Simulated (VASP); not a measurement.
Crystal: In.

```
CELL_PARAMETERS angstrom
9.19196 0.00000 0.00000
-4.59598 7.96047 0.00000
0.00000 0.00000 3.72633
ATOMIC_POSITIONS crystal
In 0.81428 0.18572 0.50000
In 0.81428 0.62857 0.50000
In 0.37143 0.18572 0.50000
In 0.18572 0.81428 0.50000
In 0.18572 0.37143 0.50000
In 0.62857 0.81428 0.50000
In 0.33333 0.66667 0.00000
In 0.66667 0.33333 0.00000
```

The cell was generated, and may not be a known phase.

- Program: VASP 6.6.1
- Task: relaxation of cell and atoms
- Functional: PBE
- Potentials or basis: VASP PAW PBE potentials, release 64 (In_d)
- Cutoff: 600 eV
- k mesh: 3 × 3 × 6
- Occupations: gaussian, width 0.1 eV
- Spin: no spin polarisation

At the start: pressure -0.1 GPa; volume 34.08 Å³/atom.

Problem. Where does the relaxation end?

Solution. Over 10 steps the energy falls by 64.7 meV/atom and the volume is 33.12 Å³/atom (-2.8 %); space group P6/mmm (No. 191, to 0.1 Å) before and after.

The path:
```tsv
step	energy change (eV)	largest force (eV/Å)	pressure (GPa)	volume (Å³)
1	0.0000	0.3495	-0.10	272.66
2	-0.1903	0.3467	-0.38	271.70
3	-0.4779	0.2516	0.09	267.18
4	-0.4771	0.2292	0.18	266.01
5	-0.4820	0.2414	0.10	266.57
6	-0.5076	0.1189	-0.15	267.77
7	-0.5147	0.0170	-0.32	268.81
8	-0.5173	0.0139	0.29	264.15
9	-0.5181	0.0003	-0.30	265.69
10	-0.5179	0.0094	0.08	264.95
```

Final structure:
```
In
1.0
     9.61300    0.00000    0.00000
    -4.80650    8.32511    0.00000
     0.00000    0.00000    3.31064
In
8
Direct
  0.82172 0.17828 0.50000
  0.82172 0.64345 0.50000
  0.35655 0.17828 0.50000
  0.17828 0.82172 0.50000
  0.17828 0.35655 0.50000
  0.64345 0.82172 0.50000
  0.33333 0.66667 0.00000
  0.66667 0.33333 0.00000
```
